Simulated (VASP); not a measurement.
# BeTe (F-43m) in VASP: notebook, part 2 of 2

VASP 6.6.1. Earlier steps stand in the parts before.

**3. Single point, PBE**

The input, INCAR:

```
SYSTEM = BeTe
PREC = Accurate
ENCUT = 520
EDIFF = 1E-6
ISMEAR = 0
SIGMA = 0.025
LREAL = .False.
LASPH = .True.
NELM = 100
ALGO = Normal
ISIF = 2
LWAVE = .False.
LCHARG = .True.
GGA = PE
LELF = .True.
LVHAR = .True.
NBANDS = 11
```

The input, KPOINTS:

```
regular mesh
0
Gamma
  8 8 8
  0 0 0
```

The input, POSCAR:

```
BeTe
1.0
    0.0000000000      2.7700000000      2.7700000000
    2.7700000000      0.0000000000      2.7700000000
    2.7700000000      2.7700000000      0.0000000000
Te Be
1 1
Direct
    0.7500000000      0.7500000000      0.7500000000
    0.0000000000      0.0000000000      0.0000000000
```

Potentials or basis: VASP PAW PBE potentials, release 64 (Te, Be).

Run with:

```bash
$ cat potpaw_PBE.64/Te/POTCAR potpaw_PBE.64/Be/POTCAR > POTCAR
$ mpirun -np 1 vasp_std > vasp.out
```

OUTCAR:

```text
SYSTEM = BeTe
   PREC = Accurate
   ENCUT = 520
   EDIFF = 1E-6
   ISMEAR = 0
   LREAL = .False.
   LASPH = .True.
   NELM = 100
   ISIF = 2
   GGA = PE

 ion  position               nearest neighbor table
   1  0.750  0.750  0.750-   2 2.40   2 2.40   2 2.40   2 2.40
   2  0.000  0.000  0.000-   1 2.40   1 2.40   1 2.40   1 2.40

  LATTYP: Found a face centered cubic cell.
 ALAT       =     5.5400000000

  Lattice vectors:

 A1 = (   0.0000000000,   2.7700000000,   2.7700000000)
 A2 = (   2.7700000000,   0.0000000000,   2.7700000000)
 A3 = (   2.7700000000,   2.7700000000,   0.0000000000)

Analysis of symmetry for initial positions (statically):
=====================================================================
 Subroutine PRICEL returns:
 Original cell was already a primitive cell.

 Routine SETGRP: Setting up the symmetry group for a
 face centered cubic supercell.

 Subroutine GETGRP returns: Found 24 space group operations
 (whereof 24 operations were pure point group operations)
 out of a pool of 48 trial point group operations.

The static configuration has the point symmetry T_d .

Analysis of symmetry for dynamics (positions and initial velocities):
=====================================================================
 Subroutine PRICEL returns:
 Original cell was already a primitive cell.

 Routine SETGRP: Setting up the symmetry group for a
 face centered cubic supercell.

 Subroutine GETGRP returns: Found 24 space group operations
 (whereof 24 operations were pure point group operations)
 out of a pool of 48 trial point group operations.

The dynamic configuration has the point symmetry T_d .

 Subroutine INISYM returns: Found 24 space group operations
 (whereof 24 operations are pure point group operations),
 and found     1 'primitive' translations

----------------------------------------------------------------------------------------

                                     Primitive cell

  volume of cell :      42.5079

[... 117 lines left out ...]
   LEPSILON=     F    determine dielectric tensor
   LRPA    =     F    only Hartree local field effects (RPA)
 non-spin polarized calculation
 Gauss-broadening in eV      SIGMA  =   0.03
  energy-cutoff  :      520.00
  volume of cell :       42.51
 maximum number of plane-waves:      1162
 NGX is ok and might be reduce to    30
   NGX = 15   NGY = 15   NGZ = 15

 number of electron       8.0000000 magnetization

 Free energy of the ion-electron system (eV)
  ---------------------------------------------------
  ext. energy  EPLUGINS =         0.00000000
  ---------------------------------------------------
  free energy    TOTEN  =        -7.58477383 eV

  energy without entropy =       -7.58477383  energy(sigma->0) =       -7.58477383

 E-fermi :   5.7654     XC(G=0):  -9.2569

 val. band max:        5.6645348219   @ k =   0.0000   0.0000   0.0000
 cond. band min:       7.5118091133   @ k =   0.5000   0.5000   0.0000
 fundamental gap:      1.8472742914
 Fermi energy:         5.7654366039

 k-point     1 :       0.0000    0.0000    0.0000
  band No.  band energies     occupation
      1      -6.9704      2.00000
      2       5.6645      2.00000
      3       5.6645      2.00000
      4       5.6645      2.00000
      5       9.2287      0.00000
      6       9.2287      0.00000
      7       9.2287      0.00000
      8       9.8556      0.00000
      9      14.0509      0.00000
     10      16.0119      0.00000
     11      16.0119      0.00000
[... 309 lines left out ...]
 k-point    24 :      -0.3750    0.2500    0.1250
  band No.  band energies     occupation
      1      -5.2330      2.00000
      2       0.2476      2.00000
      3       2.5866      2.00000
      4       3.6101      2.00000
      5       9.8499      0.00000
      6      10.1084      0.00000
      7      12.4872      0.00000
      8      13.5784      0.00000
      9      14.2612      0.00000
     10      17.3732      0.00000
     11      17.7599      0.00000

 [... further k-points ...]

------------------------ aborting loop because EDIFF is reached ----------------------------------------

  FORCE on cell =-STRESS in cart. coord.  units (eV):
  Direction    XX          YY          ZZ          XY          YZ          ZX
  --------------------------------------------------------------------------------------
  -------------------------------------------------------------------------------------
  Total        1.1817473      1.1817473      1.1817473     -0.0000000      0.0000000      0.0000000
  in kB       44.5416104     44.5416104     44.5416104     -0.0000000      0.0000000      0.0000000
  external PRESSURE =      44.5416104 kB  Pullay stress =       0.0000000 kB

 VOLUME and BASIS-vectors are now :
 -----------------------------------------------------------------------------
  energy-cutoff  :      520.00
  volume of cell :       42.51
      direct lattice vectors                 reciprocal lattice vectors
     0.000000000  2.770000000  2.770000000    -0.180505415  0.180505415  0.180505415
     2.770000000  0.000000000  2.770000000     0.180505415 -0.180505415  0.180505415
     2.770000000  2.770000000  0.000000000     0.180505415  0.180505415 -0.180505415

 POSITION                                       TOTAL-FORCE (eV/Angst)
 -----------------------------------------------------------------------------------
      4.15500      4.15500      4.15500         0.000000      0.000000      0.000000
      0.00000      0.00000      0.00000        -0.000000     -0.000000     -0.000000
 -----------------------------------------------------------------------------------
    total drift:                               -0.000000     -0.000000     -0.000000

  FREE ENERGIE OF THE ION-ELECTRON SYSTEM (eV)
  ---------------------------------------------------
  free  energy   TOTEN  =        -7.5847738282 eV

  energy  without entropy=       -7.5847738282  energy(sigma->0) =       -7.58477383
```

stdout:

```text
POSCAR found type information on POSCAR TeBe
 POSCAR found :  2 types and       2 ions
 scaLAPACK will be used
 LDA part: xc-table for (Slater+PW92), standard interpolation
 POSCAR, INCAR and KPOINTS ok, starting setup
 FFT: planning ... GRIDC
 FFT: planning ... GRID_SOFT
 FFT: planning ... GRID
 WAVECAR not read
 entering main loop
```

Wall time 9.8 s (1 thread of Intel Xeon Platinum 8559C (Emerald Rapids), shared host); peak memory 0.16 GiB.

Results:

| Quantity | Value |
| --- | --- |
| Free energy | -7.5848 eV |
| Pressure | 4.5 GPa |
| Band gap on the k mesh | 1.85 eV, indirect (least direct gap 3.56 eV) |

Caveat: spin-orbit coupling is left out, which moves the levels of the heavy elements.

**4. Single point, PBE**

The input, INCAR:

```
SYSTEM = BeTe
  ALGO = Normal
  EDIFF = 1E-6
  ENCUT = 520
  GGA = PE
  ISIF = 2
  ISMEAR = 0
  LASPH = .TRUE.
  LCHARG = .FALSE.
  LREAL = .FALSE.
  LWAVE = .FALSE.
  NBANDS = 11
  NELM = 100
  PREC = Accurate
  SIGMA = 0.014
```

The input, KPOINTS:

```
k-points
0
G
  8 8 8
  0 0 0
```

POSCAR is that of step 3.

Potentials or basis: VASP PAW PBE potentials, release 64 (Te, Be).

Run with:

```bash
$ cat potpaw_PBE.64/Te/POTCAR potpaw_PBE.64/Be/POTCAR > POTCAR
$ mpirun -np 1 vasp_std > vasp.out
```

OUTCAR:

```text
SYSTEM = BeTe
   EDIFF = 1E-6
   ENCUT = 520
   GGA = PE
   ISIF = 2
   ISMEAR = 0
   LASPH = .TRUE.
   LREAL = .FALSE.
   NELM = 100
   PREC = Accurate

 ion  position               nearest neighbor table
   1  0.750  0.750  0.750-   2 2.40   2 2.40   2 2.40   2 2.40
   2  0.000  0.000  0.000-   1 2.40   1 2.40   1 2.40   1 2.40

  LATTYP: Found a face centered cubic cell.
 ALAT       =     5.5400000000

  Lattice vectors:

 A1 = (   0.0000000000,   2.7700000000,   2.7700000000)
 A2 = (   2.7700000000,   0.0000000000,   2.7700000000)
 A3 = (   2.7700000000,   2.7700000000,   0.0000000000)

Analysis of symmetry for initial positions (statically):
=====================================================================
 Subroutine PRICEL returns:
 Original cell was already a primitive cell.

 Routine SETGRP: Setting up the symmetry group for a
 face centered cubic supercell.

 Subroutine GETGRP returns: Found 24 space group operations
 (whereof 24 operations were pure point group operations)
 out of a pool of 48 trial point group operations.

The static configuration has the point symmetry T_d .

Analysis of symmetry for dynamics (positions and initial velocities):
[... 172 lines left out ...]
      4       5.6645      2.00000
      5       9.2287      0.00000
      6       9.2287      0.00000
      7       9.2287      0.00000
      8       9.8556      0.00000
      9      14.0509      0.00000
     10      16.0119      0.00000
     11      16.0119      0.00000
[... 309 lines left out ...]
 k-point    24 :      -0.3750    0.2500    0.1250
  band No.  band energies     occupation
      1      -5.2330      2.00000
      2       0.2476      2.00000
      3       2.5866      2.00000
      4       3.6101      2.00000
      5       9.8499      0.00000
      6      10.1084      0.00000
      7      12.4872      0.00000
      8      13.5784      0.00000
      9      14.2612      0.00000
     10      17.3732      0.00000
     11      17.7599      0.00000

 [... further k-points ...]

------------------------ aborting loop because EDIFF is reached ----------------------------------------

  FORCE on cell =-STRESS in cart. coord.  units (eV):
  Direction    XX          YY          ZZ          XY          YZ          ZX
  --------------------------------------------------------------------------------------
  -------------------------------------------------------------------------------------
  Total        1.1817473      1.1817473      1.1817473      0.0000000      0.0000000      0.0000000
  in kB       44.5416102     44.5416102     44.5416102      0.0000000      0.0000000      0.0000000
  external PRESSURE =      44.5416102 kB  Pullay stress =       0.0000000 kB

 VOLUME and BASIS-vectors are now :
 -----------------------------------------------------------------------------
  energy-cutoff  :      520.00
  volume of cell :       42.51
      direct lattice vectors                 reciprocal lattice vectors
     0.000000000  2.770000000  2.770000000    -0.180505415  0.180505415  0.180505415
     2.770000000  0.000000000  2.770000000     0.180505415 -0.180505415  0.180505415
     2.770000000  2.770000000  0.000000000     0.180505415  0.180505415 -0.180505415

 POSITION                                       TOTAL-FORCE (eV/Angst)
 -----------------------------------------------------------------------------------
      4.15500      4.15500      4.15500        -0.000000     -0.000000     -0.000000
      0.00000      0.00000      0.00000         0.000000      0.000000      0.000000
 -----------------------------------------------------------------------------------
    total drift:                               -0.000000     -0.000000     -0.000000

  FREE ENERGIE OF THE ION-ELECTRON SYSTEM (eV)
  ---------------------------------------------------
  free  energy   TOTEN  =        -7.5847738278 eV

  energy  without entropy=       -7.5847738278  energy(sigma->0) =       -7.58477383
```

Wall time 10 s (1 thread of Intel Xeon Platinum 8559C (Emerald Rapids), shared host); peak memory 0.16 GiB.

Results:

```yaml
Free_energy: -7.5848 eV
Pressure: 4.5 GPa
Band_gap_on_the_k_mesh: 1.85 eV, indirect (least direct gap 3.56 eV)
```

Caveat: spin-orbit coupling is left out, which moves the levels of the heavy elements. A k mesh can miss the band edges.

**5. The runs side by side**

| level | spin | k mesh | smearing | gap on the mesh (eV) | pressure (GPa) |
| --- | --- | --- | --- | --- | --- |
| PBEsol | non-collinear, zero start, SOC | 6 × 6 × 6 | fermi-dirac 0.05 eV | - | 2.6 |
| PBE | off | 8 × 8 × 8 | gaussian 0.025 eV | 1.85 | 4.5 |
| PBE | off | 8 × 8 × 8 | gaussian 0.014 eV | 1.85 | 4.5 |

Alike in all rows: task single point; potentials or basis VASP PAW PBE potentials, release 64 (Te, Be); cell as given; cutoff (eV) 520.

The pressure there spans 2.6 GPa (PBEsol) to 4.5 GPa (PBE); a positive pressure means that this level wants a larger cell, a negative one a smaller.

Caveats: spin-orbit coupling is left out, which moves the levels of the heavy elements (some runs); the PAW data sets were made with another functional, which shifts forces and pressure a little (some runs).

Total energies depend on the potentials used, so only differences within one code and one set of settings carry meaning.
